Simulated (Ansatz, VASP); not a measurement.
# Two plane-wave programs on MoS2

The input INCAR:

```
SYSTEM = MoS2
  PREC = Accurate
  ENCUT = 600
  EDIFF = 1E-6
  ISMEAR = -1
  SIGMA = 0.05
  LREAL = .False.
  LASPH = .True.
  NELM = 100
  ALGO = Normal
  ISIF = 3
  LWAVE = .False.
  LCHARG = .False.
  GGA = B5
  ALDAX = 1.0
  AGGAX = 1.0
  AGGAC = 1.0
  ALDAC = 0.0
  IVDW = 13
  VDW_S6 = 1.0
  VDW_S8 = 2.34076671
  VDW_A1 = 0.44488865
  VDW_A2 = 4.0933009
  IBRION = 2
  NSW = 60
  EDIFFG = -0.01
```

KPOINTS

```
regular mesh
0
Gamma
  10 10 10
  0 0 0
```

The input POSCAR:

```
MoS2
1.0
    1.5800000000      0.9122134253      6.1500000000
   -1.5800000000      0.9122134253      6.1500000000
    0.0000000000     -1.8244268506      6.1500000000
Mo S
1 2
Direct
    0.0000000000      0.0000000000      0.0000000000
    0.4170000000      0.4170000000      0.4170000000
    0.2500000000      0.2500000000      0.2500000000
```

The input input.yaml:

```yaml
crystal:
  lattice:
    - [1.58, 0.9122134253, 6.15]
    - [-1.58, 0.9122134253, 6.15]
    - [0.0, -1.8244268506, 6.15]
  atoms:
    - { symbol: Mo, position: [0.0, 0.0, 0.0] }
    - { symbol: S, position: [0.417, 0.417, 0.417] }
    - { symbol: S, position: [0.25, 0.25, 0.25] }
hamiltonian:
  xc: blyp
  pseudopotentials: { kind: paw }
  dispersion: d4
kpoints:
  mp_grid: { grid: [10, 10, 10] }
scf:
  occupations: { method: fermi_dirac, width: 0.05 }
output:
  forces: true
  stress: true
  eigenvalues: true
  write_density: true
  write_potential: true
  elf: true
  volumetric_format: npy
relax:
  f_tol: 0.01
  max_steps: 40
  cell: { stress_tol: 0.05 }
```

Alike in both runs: task relaxation of cell and atoms; functional BLYP; dispersion D4; k mesh 10 × 10 × 10; occupations fermi-dirac, width 0.05 eV; no spin polarisation.

|  | VASP | Ansatz |
| --- | --- | --- |
| version | VASP 6.6.1 | Ansatz 0.2.0 |
| potentials or method | VASP PAW PBE potentials, release 64 (Mo_sv, S) | Ansatz PAW |
| plane-wave cutoff (eV) | 600 | 420 |
| valence electrons in the cell | 26 | 26 |

|  | VASP | Ansatz | Ansatz less VASP |
| --- | --- | --- | --- |
| gap on the k mesh at the Fermi level, each at its own relaxed structure (eV) | 0.75 | 0.74 | -0.009 |
| relaxed volume (Å³/atom) | 17.55 | 17.55 | -0.004 |
| relaxed length of the cell vector where the two differ most in proportion (Å) | 6.211 | 6.214 | +0.0031 |

VASP's potentials were made for PBE, not for BLYP.

Noted on Ansatz's run: the plane-wave basis is chosen anew once the cell has moved, so the energies of steps on either side of that aren't comparable.
